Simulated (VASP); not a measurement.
# Mo2W3 (Fmmm) in VASP: a series of runs

Runs on Mo2W3. Level: PBE. Tasks: single point.

All numbers are computed with VASP 6.6.1; they aren't measurements. Logs are shortened: lines on timing, memory, paths and dates and some standing lists are left out, and cuts for length are marked.

### 1 The cell of the first run

It takes space group Fmmm (No. 69, orthorhombic). Conventional cell: a = 3.166 Å, b = 4.465 Å, c = 22.578 Å, α = 90.00°, β = 90.00°, γ = 90.00°. Mo (site symmetry mm2) has 10 Mo at 2.74 to 3.17 Å and 4 W at 2.75 to 3.17 Å within 3.6 Å. W (site symmetry mm2) has 10 W at 2.74 to 3.18 Å and 4 Mo at 2.75 to 3.17 Å within 3.6 Å. W (site symmetry mmm) has 14 W at 2.74 to 3.18 Å within 3.6 Å.

### 2 Single point, PBE

The input, INCAR:

```
PREC     = Accurate       # precision mode
ENCUT    = 520            # plane-wave cutoff, eV
EDIFF    = 1E-7           # SCF threshold, eV
ISMEAR   = 0              # smearing method
SIGMA    = 0.1            # smearing width, eV
LREAL    = F              # projectors in reciprocal space
LASPH    = T              # aspherical terms in the spheres
NELM     = 80             # most SCF steps
ALGO     = Fast           # electronic algorithm
ISIF     = 2              # what is computed and relaxed
LWAVE    = F              # write WAVECAR
LCHARG   = F              # write CHGCAR
GGA      = PE             # functional
NBANDS   = 43             # bands
```

The input, KPOINTS:

```
regular mesh
0
Gamma
  6 6 6
```

The input, POSCAR:

```
Mo2W3
1.0
    0.0000000000      2.2322620631     11.2887782937
    1.5830509382      0.0000000000     11.2887782937
    1.5830509382      2.2322620631      0.0000000000
Mo W
2 3
Direct
    0.2002871301      0.2002871301      0.7997128699
    0.7997128699      0.7997128699      0.2002871301
    0.3994406691      0.3994406691      0.6005593309
    0.0000000000      0.0000000000      0.0000000000
    0.6005593309      0.6005593309      0.3994406691
```

Potentials or basis: VASP PAW PBE potentials, release 64 (Mo_sv, W_sv).

Started as:

```bash
> cat potpaw_PBE.64/Mo_sv/POTCAR potpaw_PBE.64/W_sv/POTCAR > POTCAR
> mpirun -np 1 vasp_std > vasp.out
```

OUTCAR:

```text
PREC = Accurate
   ENCUT = 520
   EDIFF = 1E-7
   ISMEAR = 0
   LREAL = F
   LASPH = T
   NELM = 80
   ISIF = 2
   GGA = PE

 ion  position               nearest neighbor table
   1  0.200  0.200  0.800-   2 2.75   2 2.75   5 2.75   5 2.75   2 3.17   2 3.17   5 3.17   5 3.17

   2  0.800  0.800  0.200-   1 2.75   1 2.75   3 2.75   3 2.75   1 3.17   1 3.17   3 3.17   3 3.17

   3  0.399  0.399  0.601-   2 2.75   2 2.75   4 2.77   4 2.77   2 3.17   2 3.17   4 3.18   4 3.18

   4  0.000  0.000  0.000-   5 2.77   5 2.77   3 2.77   3 2.77   3 3.18   5 3.18   5 3.18   3 3.18

   5  0.601  0.601  0.399-   1 2.75   1 2.75   4 2.77   4 2.77   1 3.17   1 3.17   4 3.18   4 3.18

  LATTYP: Found a face centered orthorhombic cell.
 ALAT       =     3.1661018764
 B/A-ratio  =     1.4101012224
 C/A-ratio  =     7.1310265648

  Lattice vectors:

 A1 = (   0.0000000000,   2.2322620631,  11.2887782937)
 A2 = (   1.5830509382,   0.0000000000,  11.2887782937)
 A3 = (   1.5830509382,   2.2322620631,   0.0000000000)

Analysis of symmetry for initial positions (statically):
=====================================================================
 Subroutine PRICEL returns:
 Original cell was already a primitive cell.

 Routine SETGRP: Setting up the symmetry group for a
 face centered orthorhombic supercell.

 Subroutine GETGRP returns: Found  8 space group operations
 (whereof  8 operations were pure point group operations)
 out of a pool of  8 trial point group operations.

The static configuration has the point symmetry D_2h.

Analysis of symmetry for dynamics (positions and initial velocities):
=====================================================================
 Subroutine PRICEL returns:
 Original cell was already a primitive cell.

 Routine SETGRP: Setting up the symmetry group for a
 face centered orthorhombic supercell.

 Subroutine GETGRP returns: Found  8 space group operations
 (whereof  8 operations were pure point group operations)
 out of a pool of  8 trial point group operations.

The dynamic configuration has the point symmetry D_2h.

 Subroutine INISYM returns: Found  8 space group operations
 (whereof  8 operations are pure point group operations),
 and found     1 'primitive' translations

[... 100 lines left out ...]
   EDIFF  = 0.1E-06   stopping-criterion for ELM
   LREAL  =      F    real-space projection
   EDIFFG = 0.1E-05   stopping-criterion for IOM
   NSW    =      0    number of steps for IOM
   IBRION =     -1    ionic relax: 0-MD 1-quasi-New 2-CG
   NFREE  =      0    steps in history (QN), initial steepest desc. (CG)
   ISIF   =      2    stress and relaxation
   ISYM   =      2    0-nonsym 1-usesym 2-fastsym
   POTIM  = 0.5000    time-step for ionic-motion
   TEBEG  =    0.0;   TEEND  =   0.0 temperature during run
   PSTRESS=    0.0 pullay stress
   NELECT =      70.0000    total number of electrons
   NUPDOWN=      -1.0000    fix difference up-down
   EMIN   =  10.00;   EMAX   =-10.00  energy-range for DOS
   EFERMI =   0.00;   METHOD = LEGACY
   ISMEAR =     0;   SIGMA  =   0.10  broadening in eV -4-tet -1-fermi 0-gaus
   EFERMI_NEDOS =   21; number of points for ismear=-14 and -15
   IALGO  =     68    algorithm
   IMIX   =      4    mixing-type and parameters
     AMIX     =   0.40;   BMIX     =  1.00
     AMIX_MAG =   1.60;   BMIX_MAG =  1.00
  volume/ion in A,a.u.               =      15.96       107.68
  Fermi-wavevector in a.u.,A,eV,Ry     =   1.567239  2.961652 33.419139  2.456237
  Thomas-Fermi vector in A             =   2.669448
   LORBIT       =      0    0 simple, 1 ext, 2 COOP (PROOUT), +10 PAW based schemes
   GGA     = PE    functional components
   LHFCALC =     F    Hartree Fock is set to
   AEXX    =    0.0000 exact exchange contribution
   IVDW    =     0    specifies the selected vdW correction
   LEPSILON=     F    determine dielectric tensor
   LRPA    =     F    only Hartree local field effects (RPA)
 non-spin polarized calculation
 RMM-DIIS sequential band-by-band and
 Gauss-broadening in eV      SIGMA  =   0.10
  energy-cutoff  :      520.00
  volume of cell :       79.78
 maximum number of plane-waves:      2178
 NGX is ok and might be reduce to    90
   NGX = 43   NGY = 43   NGZ = 11

 number of electron      70.0000000 magnetization

 Free energy of the ion-electron system (eV)
  ---------------------------------------------------
  ext. energy  EPLUGINS =         0.00000000
  ---------------------------------------------------
  free energy    TOTEN  =       -60.89120582 eV

  energy without entropy =      -60.88122484  energy(sigma->0) =      -60.88621533

 E-fermi :  11.7572     XC(G=0): -13.4711

 val. band max:       11.7453064315   @ k =   0.5000   0.1667   0.3333
 cond. band min:      11.7575783512   @ k =  -0.1667   0.0000   0.1667
 fundamental gap:      0.0122719197
 Fermi energy:        11.7571828666

 k-point     1 :       0.0000    0.0000    0.0000
  band No.  band energies     occupation
      1     -62.4358      2.00000
      2     -62.3961      2.00000
      3     -62.3514      2.00000
      4     -49.5193      2.00000
      5     -49.3968      2.00000
      6     -27.1066      2.00000
[... 1093 lines left out ...]
     42      12.3680      0.00000
     43      13.0287      0.00000

 [... further k-points ...]

------------------------ aborting loop because EDIFF is reached ----------------------------------------

  FORCE on cell =-STRESS in cart. coord.  units (eV):
  Direction    XX          YY          ZZ          XY          YZ          ZX
  --------------------------------------------------------------------------------------
  -------------------------------------------------------------------------------------
  Total        0.3035788      0.2485296      0.3000642      0.0000000      0.0000000      0.0000000
  in kB        6.0962816      4.9908173      6.0257043      0.0000000      0.0000000      0.0000000
  external PRESSURE =       5.7042677 kB  Pullay stress =       0.0000000 kB

 VOLUME and BASIS-vectors are now :
 -----------------------------------------------------------------------------
  energy-cutoff  :      520.00
  volume of cell :       79.78
      direct lattice vectors                 reciprocal lattice vectors
     0.000000000  2.232262063 11.288778294    -0.315845806  0.223988038  0.044291773
     1.583050938  0.000000000 11.288778294     0.315845806 -0.223988038  0.044291773
     1.583050938  2.232262063  0.000000000     0.315845806  0.223988038 -0.044291773

 POSITION                                       TOTAL-FORCE (eV/Angst)
 -----------------------------------------------------------------------------------
      1.58305      2.23226      4.52199         0.000000      0.000000     -0.005281
      1.58305      2.23226     18.05556         0.000000      0.000000      0.005281
      1.58305      2.23226      9.01839         0.000000      0.000000      0.032150
      0.00000      0.00000      0.00000         0.000000      0.000000     -0.000000
      1.58305      2.23226     13.55916         0.000000      0.000000     -0.032150
 -----------------------------------------------------------------------------------
    total drift:                               -0.000000     -0.000000     -0.000000

  FREE ENERGIE OF THE ION-ELECTRON SYSTEM (eV)
  ---------------------------------------------------
  free  energy   TOTEN  =       -60.8912058207 eV

  energy  without entropy=      -60.8812248351  energy(sigma->0) =      -60.88621533
```

OSZICAR:

```text
N       E                     dE             d eps       ncg     rms          rms(c)
DAV:   1     0.934547164068E+03    0.93455E+03   -0.40421E+04  3956   0.186E+03
DAV:   2    -0.893954168053E+01   -0.94349E+03   -0.92287E+03  4186   0.595E+02
DAV:   3    -0.626372657414E+02   -0.53698E+02   -0.52041E+02  4790   0.137E+02
DAV:   4    -0.640492219305E+02   -0.14120E+01   -0.13800E+01  4829   0.205E+01
DAV:   5    -0.640793040727E+02   -0.30082E-01   -0.29870E-01  4943   0.280E+00    0.407E+01
RMM:   6    -0.614180624712E+02    0.26612E+01   -0.43219E+00  4078   0.122E+01    0.157E+01
RMM:   7    -0.609180340685E+02    0.50003E+00   -0.30160E+00  4345   0.893E+00    0.266E+00
RMM:   8    -0.609113911325E+02    0.66429E-02   -0.37880E-01  5110   0.256E+00    0.144E+00
RMM:   9    -0.608912922059E+02    0.20099E-01   -0.65545E-02  5158   0.112E+00    0.388E-01
RMM:  10    -0.608909408820E+02    0.35132E-03   -0.15217E-02  5375   0.510E-01    0.169E-01
RMM:  11    -0.608911369987E+02   -0.19612E-03   -0.42175E-03  5535   0.267E-01    0.701E-02
RMM:  12    -0.608911991771E+02   -0.62178E-04   -0.73011E-04  5708   0.122E-01    0.132E-02
RMM:  13    -0.608912057905E+02   -0.66134E-05   -0.14898E-04  5939   0.510E-02    0.683E-03
RMM:  14    -0.608912043659E+02    0.14246E-05   -0.25668E-05  5481   0.212E-02    0.362E-03
RMM:  15    -0.608912053602E+02   -0.99429E-06   -0.92449E-06  5302   0.104E-02    0.130E-03
RMM:  16    -0.608912056192E+02   -0.25899E-06   -0.23954E-06  3964   0.482E-03    0.404E-04
RMM:  17    -0.608912057777E+02   -0.15845E-06   -0.96175E-07  3351   0.267E-03    0.138E-04
RMM:  18    -0.608912058207E+02   -0.43041E-07   -0.33002E-07  2954   0.107E-03
   1 F= -.60891206E+02 E0= -.60886215E+02  d E =-.998099E-02
```

Run time: 6.8 min. Hardware: 1 thread of Intel Xeon 6975P-C (Granite Rapids), shared host; peak memory 0.44 GiB.

What came out:

```
Free energy            : -60.8912 eV
Pressure               : 0.6 GPa
Largest force          : 0.032 eV/Å
Band gap on the k mesh : zero (band 35 reaches 12.95 eV, above the bottom of band 36 at 10.90 eV)
```

Forces on the atoms (eV/Å):
```
Mo   0.000  0.000 -0.005
Mo   0.000  0.000  0.005
W    0.000  0.000  0.032
W    0.000  0.000  0.000
W    0.000  0.000 -0.032
```

Caveat: the k points lie up to 0.41 Å⁻¹ apart; spin-orbit coupling is left out, which moves the levels of the heavy elements.

### 3 Single point, PBE

This run uses another cell than the first one, of 17.59 Å³/atom, 1.103 times its volume.

INCAR: that of step 2 with these lines changed.

```diff
@@ -7,3 +7,3 @@
 LASPH    = T              # aspherical terms in the spheres
-NELM     = 80             # most SCF steps
+NELM     = 60             # most SCF steps
 ALGO     = Fast           # electronic algorithm
@@ -11,4 +11,6 @@
 LWAVE    = F              # write WAVECAR
-LCHARG   = F              # write CHGCAR
+LCHARG   = T              # write CHGCAR
 GGA      = PE             # functional
+LELF     = T              # ELF
+LVHAR    = T            
 NBANDS   = 43             # bands
```

The input, KPOINTS:

```
Automatic mesh
0
Gamma
  6 6 6
```

The input, POSCAR:

```
Mo2W3
1.0
    0.0000000000      2.3170849600     11.5854248100
    1.6384264900      0.0000000000     11.5854248100
    1.6384264900      2.3170849600      0.0000000000
Mo W
2 3
Direct
    0.2000000000      0.2000000000      0.8000000000
    0.8000000000      0.8000000000      0.2000000000
    0.4000000000      0.4000000000      0.6000000000
    0.0000000000      0.0000000000      0.0000000000
    0.6000000000      0.6000000000      0.4000000000
```

Potentials or basis: VASP PAW PBE potentials, release 64 (Mo_sv, W_sv).

Started as:

```bash
> cat potpaw_PBE.64/Mo_sv/POTCAR potpaw_PBE.64/W_sv/POTCAR > POTCAR
> mpirun -np 1 vasp_std > vasp.out
```

Run time: 9.2 min. Hardware: 1 thread of Intel Xeon 6975P-C (Granite Rapids), shared host; peak memory 0.48 GiB.

Results (log left out):

| Item | Value |
| --- | --- |
| Free energy | -60.2807 eV |
| Pressure | -22.4 GPa |
| Largest force | 0.063 eV/Å |
| Band gap on the k mesh | zero (band 35 reaches 11.38 eV, above the bottom of band 36 at 9.61 eV) |

Forces in eV/Å, atoms in the order of the input:
```
Mo   0.000  0.000 -0.063
Mo   0.000  0.000  0.063
W    0.000  0.000 -0.013
W    0.000  0.000  0.000
W    0.000  0.000  0.013
```

Stress tensor (GPa, compression positive):
```
-22.89   0.00   0.00
  0.00 -23.33   0.00
  0.00   0.00 -21.01
```

Levels at points of the mesh, in eV from the Fermi level:
```tsv
k point	band 33	band 34	band 35	band 36	band 37	band 38
(0.00, 0.00, 0.00)	-1.13	-1.13	-0.46	-0.19	0.30	0.38
(0.50, 0.00, 0.00)	-0.51	-0.11	0.72	1.20	1.23	1.63
(0.50, 0.50, 0.00)	-1.24	-1.14	-0.83	-0.69	0.72	1.14
(0.50, 0.00, 0.50)	0.07	0.10	0.70	1.65	2.24	2.35
(0.00, 0.50, 0.50)	0.25	0.39	0.66	0.71	0.89	1.10
```

Caveat: the k points lie up to 0.39 Å⁻¹ apart; spin-orbit coupling is left out, which moves the levels of the heavy elements.
